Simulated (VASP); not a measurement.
# ZnS (P6_3mc) in VASP: further runs

The runs below take ZnS through electric field gradients, with PBEsol.

Everything below comes from runs of VASP 6.6.1. Logs are shortened: lines on timing, memory, paths and dates and some standing lists are left out, and cuts for length are marked.

## Step 1: The cell of the first run

The structure is hexagonal, space group P6_3mc (No. 186). Conventional cell: a = 3.733 Å, b = 3.733 Å, c = 6.107 Å, α = 90.00°, β = 90.00°, γ = 120.00°. Within 3.0 Å of Zn (site symmetry 3m) lie 4 S at 2.27 to 2.35 Å. Within 3.0 Å of S (site symmetry 3m) lie 4 Zn at 2.27 to 2.35 Å.

## Step 2: Electric field gradients, PBEsol (volume scaled by 0.94)

File INCAR:

```
SYSTEM = ZnS
  PREC = Accurate
  ENCUT = 520
  EDIFF = 1E-8
  ISMEAR = -1
  SIGMA = 0.03
  LREAL = .False.
  LASPH = .True.
  NELM = 80
  ALGO = Normal
  ISIF = 2
  LWAVE = .False.
  LCHARG = .False.
  GGA = PS
  LEFG = .True.
  NBANDS = 26
```

File KPOINTS:

```
Automatic mesh
0
Gamma
  8 8 5
  0 0 0
```

File POSCAR:

```
ZnS
1.0
    3.7332014668      0.0000000000      0.0000000000
   -1.8666007334      3.2330473076      0.0000000000
    0.0000000000      0.0000000000      6.1067398017
Zn S
2 2
Direct
    0.3333333333      0.6666666667      0.0000000000
    0.6666666667      0.3333333333      0.5000000000
    0.3333333333      0.6666666667      0.3850000000
    0.6666666667      0.3333333333      0.8850000000
```

Potentials or basis: VASP PAW PBE potentials, release 64 (Zn, S).

Run with:

```sh
$ cat potpaw_PBE.64/Zn/POTCAR potpaw_PBE.64/S/POTCAR > POTCAR
$ mpirun -np 1 vasp_std > vasp.out
```

OUTCAR:

```text
SYSTEM = ZnS
   PREC = Accurate
   ENCUT = 520
   EDIFF = 1E-8
   ISMEAR = -1
   LREAL = .False.
   LASPH = .True.
   NELM = 80
   ISIF = 2
   GGA = PS

 ion  position               nearest neighbor table
   1  0.333  0.667  0.000-   4 2.27   4 2.27   4 2.27   3 2.35
   2  0.667  0.333  0.500-   3 2.27   3 2.27   3 2.27   4 2.35
   3  0.333  0.667  0.385-   2 2.27   2 2.27   2 2.27   1 2.35
   4  0.667  0.333  0.885-   1 2.27   1 2.27   1 2.27   2 2.35

  LATTYP: Found a hexagonal cell.
 ALAT       =     3.7332014668
 C/A-ratio  =     1.6357916539

  Lattice vectors:

 A1 = (   3.7332014668,   0.0000000000,   0.0000000000)
 A2 = (  -1.8666007334,   3.2330473076,   0.0000000000)
 A3 = (   0.0000000000,   0.0000000000,   6.1067398017)

Analysis of symmetry for initial positions (statically):
=====================================================================
 Subroutine PRICEL returns:
 Original cell was already a primitive cell.

 Routine SETGRP: Setting up the symmetry group for a
 hexagonal supercell.

 Subroutine GETGRP returns: Found 12 space group operations
 (whereof  6 operations were pure point group operations)
 out of a pool of 24 trial point group operations.

The static configuration has the point symmetry C_3v.
 The point group associated with its full space group is C_6v.

Analysis of symmetry for dynamics (positions and initial velocities):
=====================================================================
 Subroutine PRICEL returns:
 Original cell was already a primitive cell.

 Routine SETGRP: Setting up the symmetry group for a
 hexagonal supercell.

 Subroutine GETGRP returns: Found 12 space group operations
 (whereof  6 operations were pure point group operations)
 out of a pool of 24 trial point group operations.

The dynamic configuration has the point symmetry C_3v.
 The point group associated with its full space group is C_6v.

 Subroutine INISYM returns: Found 12 space group operations
 (whereof  6 operations are pure point group operations),
 and found     1 'primitive' translations

----------------------------------------------------------------------------------------

                                     Primitive cell

  volume of cell :      73.7060

  direct lattice vectors                    reciprocal lattice vectors
     3.733201467  0.000000000  0.000000000     0.267866604  0.154652856  0.000000000
    -1.866600733  3.233047308  0.000000000     0.000000000  0.309305712  0.000000000
     0.000000000  0.000000000  6.106739802     0.000000000  0.000000000  0.163753497

  length of vectors
     3.733201467  3.733201467  6.106739802     0.309305712  0.309305712  0.163753497

  position of ions in fractional coordinates (direct lattice)
     0.333333333  0.666666667  0.000000000
     0.666666667  0.333333333  0.500000000
     0.333333333  0.666666667  0.385000000
     0.666666667  0.333333333  0.885000000

  ion indices of the primitive-cell ions
   primitive index   ion index
                 1           1
                 2           2
                 3           3
                 4           4

----------------------------------------------------------------------------------------

 KPOINTS: Automatic mesh

Automatic generation of k-mesh.
 Grid dimensions read from file:
 generate k-points for:    8    8    5

 Generating k-lattice:

  Cartesian coordinates                     Fractional coordinates (reciprocal lattice)
     0.033483326  0.019331607  0.000000000     0.125000000 -0.000000000  0.000000000
     0.000000000  0.038663214  0.000000000     0.000000000  0.125000000  0.000000000
     0.000000000  0.000000000  0.032750699     0.000000000  0.000000000  0.200000000

  Length of vectors
     0.038663214  0.038663214  0.032750699

[... 39 lines left out ...]
   dimension x,y,z NGXF=    56 NGYF=   56 NGZF=   96
   ions per type =               2   2
   NGX,Y,Z   is equivalent  to a cutoff of  12.47, 12.47, 13.07 a.u.
   NGXF,Y,Z  is equivalent  to a cutoff of  24.94, 24.94, 26.13 a.u.
 SYSTEM =  ZnS
   PREC   = accura    normal or accurate (medium, high low for compatibility)
   ISTART =      0    job   : 0-new  1-cont  2-samecut
   ICHARG =      2    charge: 1-file 2-atom 10-const
   ISPIN  =      1    spin polarized calculation?
   LNONCOLLINEAR =      F non collinear calculations
   LSORBIT =      F    spin-orbit coupling
   LASPH  =      T    aspherical Exc in radial PAW
   ENCUT  =  520.0 eV  38.22 Ry    6.18 a.u.   6.94  6.94 11.35*2*pi/ulx,y,z
   NELM   =     80;   NELMIN=  2; NELMDL= -5     # of ELM steps
   EDIFF  = 0.1E-07   stopping-criterion for ELM
   LREAL  =      F    real-space projection
   EDIFFG = 0.1E-06   stopping-criterion for IOM
   NSW    =      0    number of steps for IOM
   IBRION =     -1    ionic relax: 0-MD 1-quasi-New 2-CG
   NFREE  =      0    steps in history (QN), initial steepest desc. (CG)
   ISIF   =      2    stress and relaxation
   ISYM   =      2    0-nonsym 1-usesym 2-fastsym
   POTIM  = 0.5000    time-step for ionic-motion
   TEBEG  =    0.0;   TEEND  =   0.0 temperature during run
   PSTRESS=    0.0 pullay stress
   NELECT =      36.0000    total number of electrons
   NUPDOWN=      -1.0000    fix difference up-down
   EMIN   =  10.00;   EMAX   =-10.00  energy-range for DOS
   EFERMI =   0.00;   METHOD = LEGACY
   ISMEAR =    -1;   SIGMA  =   0.03  broadening in eV -4-tet -1-fermi 0-gaus
   EFERMI_NEDOS =   21; number of points for ismear=-14 and -15
   IALGO  =     38    algorithm
   IMIX   =      4    mixing-type and parameters
     AMIX     =   0.40;   BMIX     =  1.00
     AMIX_MAG =   1.60;   BMIX_MAG =  1.00
  volume/ion in A,a.u.               =      18.43       124.35
  Fermi-wavevector in a.u.,A,eV,Ry     =   1.289263  2.436353 22.615575  1.662198
  Thomas-Fermi vector in A             =   2.421166
   LORBIT       =      0    0 simple, 1 ext, 2 COOP (PROOUT), +10 PAW based schemes
   GGA     = PS    functional components
   LHFCALC =     F    Hartree Fock is set to
   AEXX    =    0.0000 exact exchange contribution
   IVDW    =     0    specifies the selected vdW correction
   LEPSILON=     F    determine dielectric tensor
   LRPA    =     F    only Hartree local field effects (RPA)
 non-spin polarized calculation
  energy-cutoff  :      520.00
  volume of cell :       73.71
 maximum number of plane-waves:      1999
 NGX is ok and might be reduce to    28
   NGX = 13   NGY = 13   NGZ = 23

 number of electron      35.9999987 magnetization

 Free energy of the ion-electron system (eV)
  ---------------------------------------------------
  ext. energy  EPLUGINS =         0.00000000
  ---------------------------------------------------
  free energy    TOTEN  =       -15.10059626 eV

  energy without entropy =      -15.10059626  energy(sigma->0) =      -15.10059626

 E-fermi :   3.3109     XC(G=0): -10.1637

 val. band max:        2.6653044531   @ k =   0.0000   0.0000   0.0000
 cond. band min:       5.0722029674   @ k =   0.0000   0.0000   0.0000
 fundamental gap:      2.4068985143
 Fermi energy:         3.3108741958

 k-point     1 :       0.0000    0.0000    0.0000
  band No.  band energies     occupation
      1     -10.9958      2.00000
      2      -9.9350      2.00000
      3      -4.0079      2.00000
      4      -4.0079      2.00000
      5      -3.9377      2.00000
      6      -3.9377      2.00000
[... 685 lines left out ...]
     25      11.9408      0.00000
     26      12.1497      0.00000

 [... further k-points ...]

------------------------ aborting loop because EDIFF is reached ----------------------------------------

  FORCE on cell =-STRESS in cart. coord.  units (eV):
  Direction    XX          YY          ZZ          XY          YZ          ZX
  --------------------------------------------------------------------------------------
  -------------------------------------------------------------------------------------
  Total        2.3271455      2.3271455      1.0160733      0.0000000      0.0000000      0.0000000
  in kB       50.5861018     50.5861018     22.0867955      0.0000000      0.0000000      0.0000000
  external PRESSURE =      41.0863331 kB  Pullay stress =       0.0000000 kB

 VOLUME and BASIS-vectors are now :
 -----------------------------------------------------------------------------
  energy-cutoff  :      520.00
  volume of cell :       73.71
      direct lattice vectors                 reciprocal lattice vectors
     3.733201467  0.000000000  0.000000000     0.267866604  0.154652856  0.000000000
    -1.866600733  3.233047308  0.000000000     0.000000000  0.309305712  0.000000000
     0.000000000  0.000000000  6.106739802     0.000000000  0.000000000  0.163753497

 POSITION                                       TOTAL-FORCE (eV/Angst)
 -----------------------------------------------------------------------------------
     -0.00000      2.15536      0.00000        -0.000000      0.000000      0.388477
      1.86660      1.07768      3.05337         0.000000     -0.000000      0.388477
     -0.00000      2.15536      2.35109         0.000000     -0.000000     -0.388477
      1.86660      1.07768      5.40446         0.000000      0.000000     -0.388477
 -----------------------------------------------------------------------------------
    total drift:                               -0.000001     -0.000001      0.000429

  FREE ENERGIE OF THE ION-ELECTRON SYSTEM (eV)
  ---------------------------------------------------
  free  energy   TOTEN  =       -15.1005962621 eV

  energy  without entropy=      -15.1005962621  energy(sigma->0) =      -15.10059626

 Electric field gradients (V/A^2)
---------------------------------------------------------------------
 ion       V_xx      V_yy      V_zz      V_xy      V_xz      V_yz
---------------------------------------------------------------------
   1     -10.290   -10.285    20.575     0.004     0.000    -0.000
   2     -10.290   -10.285    20.575     0.004    -0.000     0.000
   3       2.062     2.062    -4.124     0.000    -0.000     0.000
   4       2.062     2.062    -4.124     0.000     0.000    -0.000
---------------------------------------------------------------------

 Electric field gradients after diagonalization (V/A^2)
 (convention: |V_zz| > |V_xx| > |V_yy|)
----------------------------------------------------------------------
 ion       V_xx      V_yy      V_zz     asymmetry (V_yy - V_xx)/ V_zz
----------------------------------------------------------------------
   1     -10.292   -10.283    20.575       0.000
   2     -10.292   -10.283    20.575       0.000
   3       2.062     2.062    -4.124       0.000
   4       2.062     2.062    -4.124       0.000
----------------------------------------------------------------------

           NMR quadrupolar parameters

 Cq : quadrupolar parameter    Cq=e*Q*V_zz/h
 eta: asymmetry parameters     (V_yy - V_xx)/ V_zz
 Q  : nuclear electric quadrupole moment in mb (millibarn)
----------------------------------------------------------------------
 ion       Cq(MHz)       eta       Q (mb)
----------------------------------------------------------------------
   1       0.050       0.000       1.000
   2       0.050       0.000       1.000
   3      -0.010       0.000       1.000
   4      -0.010       0.000       1.000
----------------------------------------------------------------------
```

It took 28 s on 1 thread of Intel Xeon 6975P-C (Granite Rapids), shared host; peak memory 0.2 GiB.

What came out:

```
Free energy            : -15.1006 eV
Pressure               : 4.1 GPa
Largest force          : 0.388 eV/Å
Band gap on the k mesh : 2.41 eV, direct
```

Forces on the atoms (eV/Å):
```
Zn   0.000  0.000  0.388
Zn   0.000  0.000  0.388
S    0.000  0.000 -0.388
S    0.000  0.000 -0.388
```

Electric field gradients, principal values (V/Å²):
```
atom    least   middle  greatest (by size)
1 Zn  -10.283  -10.292              20.575
2 Zn  -10.283  -10.292              20.575
 3 S    2.062    2.062              -4.124
 4 S    2.062    2.062              -4.124
```

Caveat: without QUAD_EFG the Cq values of the log hold for a quadrupole moment of 1 mb, not for the nuclei; the PAW data sets were made with another functional, which shifts forces and pressure a little.

## Step 3: Electric field gradients, PBEsol (volume scaled by 0.96)

File INCAR:

```
SYSTEM = ZnS
ALGO = Normal
EDIFF = 1E-8
ENCUT = 520
GGA = PS
ISIF = 2
ISMEAR = -1
LASPH = .True.
LCHARG = .False.
LEFG = .True.
LREAL = .False.
LWAVE = .False.
NBANDS = 26
NELM = 100
PREC = Accurate
SIGMA = 0.03
```

File KPOINTS:

```
k-points
0
Gamma
  8 8 5
  0 0 0
```

File POSCAR:

```
ZnS
1.0
    3.7594924842      0.0000000000      0.0000000000
   -1.8797462421      3.2558159966      0.0000000000
    0.0000000000      0.0000000000      6.1497464286
Zn S
2 2
Direct
    0.3333333333      0.6666666667      0.0000000000
    0.6666666667      0.3333333333      0.5000000000
    0.3333333333      0.6666666667      0.3850000000
    0.6666666667      0.3333333333      0.8850000000
```

Potentials or basis: VASP PAW PBE potentials, release 64 (Zn, S).

Run with:

```sh
$ cat potpaw_PBE.64/Zn/POTCAR potpaw_PBE.64/S/POTCAR > POTCAR
$ mpirun -np 1 vasp_std > vasp.out
```

OUTCAR:

```text
SYSTEM = ZnS
   EDIFF = 1E-8
   ENCUT = 520
   GGA = PS
   ISIF = 2
   ISMEAR = -1
   LASPH = .True.
   LREAL = .False.
   NELM = 100
   PREC = Accurate

 ion  position               nearest neighbor table
   1  0.333  0.667  0.000-   4 2.28   4 2.28   4 2.28   3 2.37
   2  0.667  0.333  0.500-   3 2.28   3 2.28   3 2.28   4 2.37
   3  0.333  0.667  0.385-   2 2.28   2 2.28   2 2.28   1 2.37
   4  0.667  0.333  0.885-   1 2.28   1 2.28   1 2.28   2 2.37

  LATTYP: Found a hexagonal cell.
 ALAT       =     3.7594924842
 C/A-ratio  =     1.6357916539

  Lattice vectors:

[... 925 lines left out ...]
 ion       V_xx      V_yy      V_zz      V_xy      V_xz      V_yz
---------------------------------------------------------------------
   1     -10.043   -10.037    20.080     0.005     0.000    -0.000
   2     -10.043   -10.037    20.080     0.005    -0.000     0.000
   3       2.284     2.283    -4.567    -0.000    -0.000     0.000
   4       2.284     2.283    -4.567    -0.000     0.000    -0.000
---------------------------------------------------------------------

 Electric field gradients after diagonalization (V/A^2)
 (convention: |V_zz| > |V_xx| > |V_yy|)
----------------------------------------------------------------------
 ion       V_xx      V_yy      V_zz     asymmetry (V_yy - V_xx)/ V_zz
----------------------------------------------------------------------
   1     -10.046   -10.034    20.080       0.001
   2     -10.046   -10.034    20.080       0.001
   3       2.284     2.283    -4.567       0.000
   4       2.284     2.283    -4.567       0.000
----------------------------------------------------------------------

           NMR quadrupolar parameters

 Cq : quadrupolar parameter    Cq=e*Q*V_zz/h
 eta: asymmetry parameters     (V_yy - V_xx)/ V_zz
 Q  : nuclear electric quadrupole moment in mb (millibarn)
----------------------------------------------------------------------
 ion       Cq(MHz)       eta       Q (mb)
----------------------------------------------------------------------
   1       0.049       0.001       1.000
   2       0.049       0.001       1.000
   3      -0.011       0.000       1.000
   4      -0.011       0.000       1.000
----------------------------------------------------------------------
```

Run time: 27 s. Hardware: 1 thread of Intel Xeon 6975P-C (Granite Rapids), shared host; peak memory 0.2 GiB.

Results:

- Free energy: -15.1315 eV
- Pressure: 2.2 GPa
- Largest force: 0.360 eV/Å
- Band gap on the k mesh: 2.31 eV, direct

Forces on the atoms (eV/Å):
```
Zn   0.000  0.000  0.360
Zn   0.000  0.000  0.360
S    0.000  0.000 -0.360
S    0.000  0.000 -0.360
```

Electric field gradients, principal values (V/Å²):
| atom | least | middle | greatest (by size) |
| --- | --- | --- | --- |
| 1 Zn | -10.034 | -10.046 | 20.080 |
| 2 Zn | -10.034 | -10.046 | 20.080 |
| 3 S | 2.283 | 2.284 | -4.567 |
| 4 S | 2.283 | 2.284 | -4.567 |

Caveat: without QUAD_EFG the Cq values of the log hold for a quadrupole moment of 1 mb, not for the nuclei; the PAW data sets were made with another functional, which shifts forces and pressure a little.

[end of part 1 of 2]
